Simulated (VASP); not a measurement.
A run of VASP 6.6.1:

Contents of POSCAR:

```
Ge
1.0
    2.7104700000      0.0000000000      0.0000000000
    0.0000000000      2.7104700000      0.0000000000
    0.0000000000      0.0000000000      2.7104700000
Ge
1
Direct
    0.0000000000      0.0000000000      0.0000000000
```

INCAR.step1

```
  PREC = Accurate
  ENCUT = 520
  EDIFF = 1E-5
  ISMEAR = -1
  SIGMA = 0.05
  LREAL = False
  LASPH = True
  NELM = 60
  ALGO = Normal
  ISIF = 2
  LWAVE = True
  LCHARG = False
  GGA = PE
  NBANDS = 13
```

The input INCAR.step2:

```
  PREC = Accurate
  ENCUT = 520
  EDIFF = 1E-7
  ISMEAR = -1
  SIGMA = 0.05
  LREAL = False
  LASPH = True
  NELM = 60
  ALGO = Normal
  ISIF = 2
  LWAVE = False
  LCHARG = False
  GGA = PE
  LHFCALC = True
  AEXX = 0.25
  HFSCREEN = 0.3
  PRECFOCK = Normal
  ISTART = 1
  NBANDS = 13
```

The input KPOINTS:

```
Automatic mesh
0
Gamma
  5 5 5
```

Potentials or basis: VASP PAW PBE potentials, release 64 (Ge_d).

Launch:

```sh
$ cat potpaw_PBE.64/Ge_d/POTCAR > POTCAR
$ cp INCAR.step1 INCAR
$ mpirun -np 1 vasp_std > vasp.out
$ cp INCAR.step2 INCAR
$ mpirun -np 1 vasp_std > vasp.out
```

Hardware: 1 thread of Intel Xeon 8259CL, on a shared host.

**Question.** How long does it take, and how much memory?

**Answer.** It took 5.4 min on 1 thread of Intel Xeon 8259CL, on a shared host, peak memory 0.23 GiB. Counts: k points 10.
